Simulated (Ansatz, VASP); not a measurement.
Two plane-wave programs on Hf2S

```xyz
6
Lattice="3.3465 0.0000 0.0000 -1.6733 2.8982 0.0000 0.0000 0.0000 11.8392" Properties=species:S:1:pos:R:3 pbc="T T T"
Hf    1.6733    0.9661   10.6389
Hf    0.0000    1.9321    4.7193
Hf    1.6733    0.9661    7.1199
Hf    0.0000    1.9321    1.2003
S     0.0000    0.0000    8.8794
S     0.0000    0.0000    2.9598
```

Change from the starting cell: strain +0.000 along x and y, +0.015 along z, atoms carried along.

Alike in both runs: task single point; functional PBEsol; k mesh 18 × 18 × 4; occupations gaussian, width 0.15 eV; no spin polarisation.

```csv
,VASP,Ansatz
version,VASP 6.6.1,Ansatz 0.2.0
potentials or method,"VASP PAW PBE potentials, release 64 (Hf_pv, S), cutoff 520 eV","scalar-relativistic, plane waves, PAW"
valence electrons in the cell,52,116
```

Ansatz gave:

* gap on the k mesh at the Fermi level (eV): none
* pressure (GPa): -2.3
* traceless stress, the component that is largest in VASP (GPa): -1.69
* rms of the force components (eV/Å): 0.028

Problem. What did VASP give for the same quantities?

Solution. gap on the k mesh at the Fermi level (eV): none; pressure (GPa): -2.8; traceless stress, the component that is largest in VASP (GPa): -1.68; rms of the force components (eV/Å): 0.025.

VASP's potentials were made for PBE, not for PBEsol. Atom by atom the forces differ by 0.003 eV/Å (rms over components). A gap of «none» marks a metal or a gap that the smearing closes. The functional is the same, so the differences come from potentials, cutoffs and numerics. VASP's potentials hold 52 valence electrons a cell and Ansatz's 116, so a difference there can come from the potentials and not from the codes.

Neither program's run includes spin-orbit coupling.
